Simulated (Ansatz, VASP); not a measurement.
## One calculation of LiF, two programs

```
CELL_PARAMETERS angstrom
3.08105 -0.03944 0.00000
-1.57468 2.68799 0.00000
0.00000 0.00000 4.78523
ATOMIC_POSITIONS crystal
Li 0.33586 0.66668 0.38245
Li 0.66414 0.33332 0.88245
F 0.33762 0.66690 0.99255
F 0.66238 0.33310 0.49255
```

Change from the starting cell: shear_xy strain -2.6%.

Alike in both runs: task single point; functional r2SCAN; k mesh 12 × 12 × 6; no spin polarisation.

```csv
,VASP,Ansatz
version,VASP 6.6.1,Ansatz 0.2.0
potentials or method,"VASP PAW PBE potentials, release 64 (Li_sv, F)","plane waves, PAW"
plane-wave cutoff (eV),520,500
occupations,"gaussian, width 0.01 eV",fixed
valence electrons in the cell,20,20
```

|  | VASP | Ansatz | Ansatz less VASP |
| --- | --- | --- | --- |
| gap on the k mesh at the Fermi level (eV) | 8.68 | 8.58 | -0.095 |
| rms of the force components (eV/Å) | 0.009 | 0.001 | -0.0083 |

VASP's potentials were made for PBE, not for r2SCAN. Atom by atom the forces differ by 0.010 eV/Å (rms over components).

Noted on VASP's run: the cutoff is under 1.25 times that of the potentials, so the pressure is a little rough.
